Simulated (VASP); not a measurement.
Set up this calculation in VASP 6.6.1, as the native input.

| Property | Result |
| --- | --- |
| Task | single point |
| Functional | PBEsol |
| Potentials or basis | VASP PAW PBE potentials, release 64 (Hf_pv, S) |
| Cutoff | 520 eV |
| k mesh | 18 × 18 × 4 |
| Occupations | gaussian, width 0.15 eV |
| Spin | no spin polarisation |
| Dipole correction | no |
| Further INCAR settings | ALGO = Normal; EDIFF = 1e-06; NBANDS = 35 |

The structure of Hf2S lies in POSCAR:

```
Hf2S
1.0
    3.3465310252      0.0000000000      0.0000000000
   -1.6732655126      2.8981808824      0.0000000000
    0.0000000000      0.0000000000     11.6642358425
Hf S
4 2
Direct
    0.6666666667      0.3333333333      0.8986176343
    0.3333333333      0.6666666667      0.3986176343
    0.6666666667      0.3333333333      0.6013823657
    0.3333333333      0.6666666667      0.1013823657
    0.0000000000      0.0000000000      0.7500000000
    0.0000000000      0.0000000000      0.2500000000
```

These files were run (other wordings do the same):

INCAR

```
SYSTEM = Hf2S
ALGO     = Normal         ! electronic algorithm
EDIFF    = 1E-6           ! SCF threshold, eV
ENCUT    = 520            ! plane-wave cutoff, eV
GGA      = PS             ! functional
ISIF     = 2              ! what is computed and relaxed
ISMEAR   = 0              ! smearing method
LASPH    = .TRUE.         ! aspherical terms in the spheres
LCHARG   = .TRUE.         ! write CHGCAR
LELF     = .TRUE.         ! ELF
LREAL    = .FALSE.        ! projectors in reciprocal space
LVHAR    = .TRUE.       
LWAVE    = .FALSE.        ! write WAVECAR
NBANDS   = 35             ! bands
NELM     = 80             ! most SCF steps
PREC     = Accurate       ! precision mode
SIGMA    = 0.15           ! smearing width, eV
```

KPOINTS

```
k-points
0
G
  18 18 4
  0 0 0
```

Potentials or basis: VASP PAW PBE potentials, release 64 (Hf_pv, S).

The run is started by

```bash
$ cat potpaw_PBE.64/Hf_pv/POTCAR potpaw_PBE.64/S/POTCAR > POTCAR
$ mpirun -np 1 vasp_std > vasp.out
```

Results of the run:

| Property | Result |
| --- | --- |
| Pressure | -0.4 GPa |
| Largest force | 0.018 eV/Å |
| Band gap on the k mesh | zero (bands 26 and 27 overlap by 1.04 eV) |

Caveat: the PAW data sets were made with another functional, which shifts forces and pressure a little; spin-orbit coupling is left out, which moves the levels of the heavy elements.

Wall time 11 min on 1 thread of Intel Xeon 8259CL, on a shared host, peak memory 0.49 GiB.
